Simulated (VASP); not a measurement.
# HfC5 (P6/mmm) in VASP: notebook

HfC5 is run at these levels: PBE; tasks: single point.

All numbers are computed with VASP 6.6.1; they aren't measurements. Logs are shortened: lines on timing, memory, paths and dates and some standing lists are left out, and cuts for length are marked.

### Step 1. The cell of the first run

The structure is hexagonal, space group P6/mmm (No. 191). The conventional cell has a = 4.680 Å, b = 4.680 Å, c = 2.581 Å, α = 90.00°, β = 90.00°, γ = 120.00°. Hf (site symmetry 6/mmm) has 18 C at 2.34 to 2.99 Å and 2 Hf at 2.58 Å within 3.1 Å. C (site symmetry mmm) has 10 C at 1.87 to 2.58 Å and 2 Hf at 2.34 Å within 2.6 Å. C (site symmetry -6m2) has 11 C at 1.87 to 2.70 Å within 2.8 Å.

The cell was generated, and may not be a known phase.

### Step 2. Single point, PBE

Input file INCAR:

```
PREC     = Accurate       # precision mode
ENCUT    = 600            # plane-wave cutoff, eV
EDIFF    = 1E-6           # SCF threshold, eV
ISMEAR   = 0              # smearing method
SIGMA    = 0.2            # smearing width, eV
LREAL    = False          # projectors in reciprocal space
LASPH    = True           # aspherical terms in the spheres
NELM     = 120            # most SCF steps
ALGO     = Normal         # electronic algorithm
ISIF     = 2              # what is computed and relaxed
LWAVE    = False          # write WAVECAR
LCHARG   = False          # write CHGCAR
GGA      = PE             # functional
NBANDS   = 24             # bands
GGA_COMPAT= False
```

Input file KPOINTS:

```
regular mesh
0
Gamma
  4 4 3
```

Input file POSCAR:

```
HfC5
1.0
    4.6797547020      0.0000000000      0.0000000000
   -2.3398773510      4.0527864554      0.0000000000
    0.0000000000      0.0000000000      2.5808677402
Hf C
1 5
Direct
    0.0000000000      0.0000000000      0.0000000000
    0.5000000000      0.0000000000      0.0000000000
    0.0000000000      0.5000000000      0.0000000000
    0.5000000000      0.5000000000      0.0000000000
    0.3333333333      0.6666666667      0.5000000000
    0.6666666667      0.3333333333      0.5000000000
```

Potentials or basis: VASP PAW PBE potentials, release 64 (Hf_pv, C).

On the command line:

```sh
$ cat potpaw_PBE.64/Hf_pv/POTCAR potpaw_PBE.64/C/POTCAR > POTCAR
$ mpirun -np 1 vasp_std > vasp.out
```

OUTCAR:

```text
PREC = Accurate
   ENCUT = 600
   EDIFF = 1E-6
   ISMEAR = 0
   LREAL = False
   LASPH = True
   NELM = 120
   ISIF = 2
   GGA = PE

 ion  position               nearest neighbor table
   1  0.000  0.000  0.000-   3 2.34   4 2.34   3 2.34   4 2.34   2 2.34   2 2.34
   2  0.500  0.000  0.000-   5 1.87   6 1.87   5 1.87   6 1.87   1 2.34   1 2.34
   3  0.000  0.500  0.000-   5 1.87   6 1.87   5 1.87   6 1.87   1 2.34   1 2.34
   4  0.500  0.500  0.000-   5 1.87   6 1.87   5 1.87   6 1.87   1 2.34   1 2.34
   5  0.333  0.667  0.500-   2 1.87   2 1.87   3 1.87   3 1.87   4 1.87   4 1.87
   6  0.667  0.333  0.500-   2 1.87   2 1.87   3 1.87   3 1.87   4 1.87   4 1.87

  LATTYP: Found a hexagonal cell.
 ALAT       =     4.6797547020
 C/A-ratio  =     0.5514963720

  Lattice vectors:

 A1 = (   4.6797547020,   0.0000000000,   0.0000000000)
 A2 = (  -2.3398773510,   4.0527864554,   0.0000000000)
 A3 = (   0.0000000000,   0.0000000000,   2.5808677402)

Analysis of symmetry for initial positions (statically):
=====================================================================
 Subroutine PRICEL returns:
 Original cell was already a primitive cell.

 Routine SETGRP: Setting up the symmetry group for a
 hexagonal supercell.

 Subroutine GETGRP returns: Found 24 space group operations
 (whereof 24 operations were pure point group operations)
 out of a pool of 24 trial point group operations.

The static configuration has the point symmetry D_6h.

Analysis of symmetry for dynamics (positions and initial velocities):
=====================================================================
 Subroutine PRICEL returns:
 Original cell was already a primitive cell.

 Routine SETGRP: Setting up the symmetry group for a
 hexagonal supercell.

 Subroutine GETGRP returns: Found 24 space group operations
 (whereof 24 operations were pure point group operations)
 out of a pool of 24 trial point group operations.

The dynamic configuration has the point symmetry D_6h.

 Subroutine INISYM returns: Found 24 space group operations
 (whereof 24 operations are pure point group operations),
 and found     1 'primitive' translations

----------------------------------------------------------------------------------------
[... 83 lines left out ...]
   NELM   =    120;   NELMIN=  2; NELMDL= -5     # of ELM steps
   EDIFF  = 0.1E-05   stopping-criterion for ELM
   LREAL  =      F    real-space projection
   EDIFFG = 0.1E-04   stopping-criterion for IOM
   NSW    =      0    number of steps for IOM
   IBRION =     -1    ionic relax: 0-MD 1-quasi-New 2-CG
   NFREE  =      0    steps in history (QN), initial steepest desc. (CG)
   ISIF   =      2    stress and relaxation
   ISYM   =      2    0-nonsym 1-usesym 2-fastsym
   POTIM  = 0.5000    time-step for ionic-motion
   TEBEG  =    0.0;   TEEND  =   0.0 temperature during run
   PSTRESS=    0.0 pullay stress
   NELECT =      30.0000    total number of electrons
   NUPDOWN=      -1.0000    fix difference up-down
   EMIN   =  10.00;   EMAX   =-10.00  energy-range for DOS
   EFERMI =   0.00;   METHOD = LEGACY
   ISMEAR =     0;   SIGMA  =   0.20  broadening in eV -4-tet -1-fermi 0-gaus
   EFERMI_NEDOS =   21; number of points for ismear=-14 and -15
   IALGO  =     38    algorithm
   IMIX   =      4    mixing-type and parameters
     AMIX     =   0.40;   BMIX     =  1.00
     AMIX_MAG =   1.60;   BMIX_MAG =  1.00
  volume/ion in A,a.u.               =       8.16        55.05
  Fermi-wavevector in a.u.,A,eV,Ry     =   1.390596  2.627846 26.310375  1.933758
  Thomas-Fermi vector in A             =   2.514516
   LORBIT       =      0    0 simple, 1 ext, 2 COOP (PROOUT), +10 PAW based schemes
   GGA     = PE    functional components
   LHFCALC =     F    Hartree Fock is set to
   AEXX    =    0.0000 exact exchange contribution
   IVDW    =     0    specifies the selected vdW correction
   LEPSILON=     F    determine dielectric tensor
   LRPA    =     F    only Hartree local field effects (RPA)
 non-spin polarized calculation
 Gauss-broadening in eV      SIGMA  =   0.20
  energy-cutoff  :      600.00
  volume of cell :       48.95
 maximum number of plane-waves:      1648
 NGX is ok and might be reduce to    40
   NGX = 19   NGY = 19   NGZ = 11

 number of electron      30.0000000 magnetization

 Free energy of the ion-electron system (eV)
  ---------------------------------------------------
  ext. energy  EPLUGINS =         0.00000000
  ---------------------------------------------------
  free energy    TOTEN  =       -40.24770971 eV

  energy without entropy =      -40.21782432  energy(sigma->0) =      -40.23276701

 E-fermi :   8.1823     XC(G=0): -12.9221

 val. band max:        8.0654764546   @ k =   0.5000  -0.0000   0.0000
 cond. band min:       8.6126352416   @ k =   0.2500  -0.0000   0.3333
 fundamental gap:      0.5471587870
 Fermi energy:         8.1823459623

 k-point     1 :       0.0000    0.0000    0.0000
  band No.  band energies     occupation
      1     -22.3478      2.00000
      2     -22.3478      2.00000
      3     -21.3881      2.00000
      4     -10.4912      2.00000
      5      -5.4905      2.00000
      6      -3.9403      2.00000
[... 205 lines left out ...]
     23      14.9735      0.00000
     24      16.4857      0.00000

------------------------ aborting loop because EDIFF is reached ----------------------------------------

  FORCE on cell =-STRESS in cart. coord.  units (eV):
  Direction    XX          YY          ZZ          XY          YZ          ZX
  --------------------------------------------------------------------------------------
  -------------------------------------------------------------------------------------
  Total       -0.2098572     -0.2098572     -0.1750459      0.0000000     -0.0000000      0.0000000
  in kB       -6.8689751     -6.8689751     -5.7295441      0.0000000     -0.0000000      0.0000000
  external PRESSURE =      -6.4891648 kB  Pullay stress =       0.0000000 kB

 VOLUME and BASIS-vectors are now :
 -----------------------------------------------------------------------------
  energy-cutoff  :      600.00
  volume of cell :       48.95
      direct lattice vectors                 reciprocal lattice vectors
     4.679754702  0.000000000  0.000000000     0.213686414  0.123371909  0.000000000
    -2.339877351  4.052786455  0.000000000     0.000000000  0.246743817  0.000000000
     0.000000000  0.000000000  2.580867740     0.000000000  0.000000000  0.387466581

 POSITION                                       TOTAL-FORCE (eV/Angst)
 -----------------------------------------------------------------------------------
      0.00000      0.00000      0.00000         0.000000      0.000000     -0.000000
      2.33988      0.00000      0.00000         0.000000      0.000000     -0.000000
     -1.16994      2.02639      0.00000         0.000000      0.000000     -0.000000
      1.16994      2.02639      0.00000         0.000000      0.000000     -0.000000
     -0.00000      2.70186      1.29043        -0.000000      0.000000     -0.000000
      2.33988      1.35093      1.29043         0.000000     -0.000000      0.000000
 -----------------------------------------------------------------------------------
    total drift:                               -0.000000      0.000000     -0.000000

  FREE ENERGIE OF THE ION-ELECTRON SYSTEM (eV)
  ---------------------------------------------------
  free  energy   TOTEN  =       -40.2477097062 eV

  energy  without entropy=      -40.2178243162  energy(sigma->0) =      -40.23276701
```

It took 14 s on 1 thread of Intel Xeon Platinum 8259CL at 2.50GHz (Skylake/Cascade Lake), shared host; peak memory 0.18 GiB.

Results:

```yaml
Free_energy: -40.2477 eV
Pressure: -0.6 GPa
Band_gap_on_the_k_mesh: zero (bands 15 and 16 overlap by 1.37 eV)
```

Levels at points of the mesh, in eV from the Fermi level:
| k point | band 11 | band 12 | band 13 | band 14 | band 15 | band 16 | band 17 | band 18 | band 19 | band 20 |
| --- | --- | --- | --- | --- | --- | --- | --- | --- | --- | --- |
| (0.00, 0.00, 0.00) | -3.16 | -0.47 | 1.13 | 1.23 | 1.23 | 1.87 | 2.31 | 2.31 | 3.54 | 3.54 |
| (0.50, 0.00, 0.00) | -3.12 | -2.80 | -1.73 | -1.68 | -0.12 | 1.98 | 2.09 | 2.31 | 5.56 | 5.97 |

Caveat: the k points lie up to 0.81 Å⁻¹ apart, too coarse for converged energies and pressures of a metal; spin-orbit coupling is left out, which moves the levels of the heavy elements.

(Part 1 of 2 ends here.)

The gap in the log of VASP goes by the Fermi energy; the results here count the filled bands.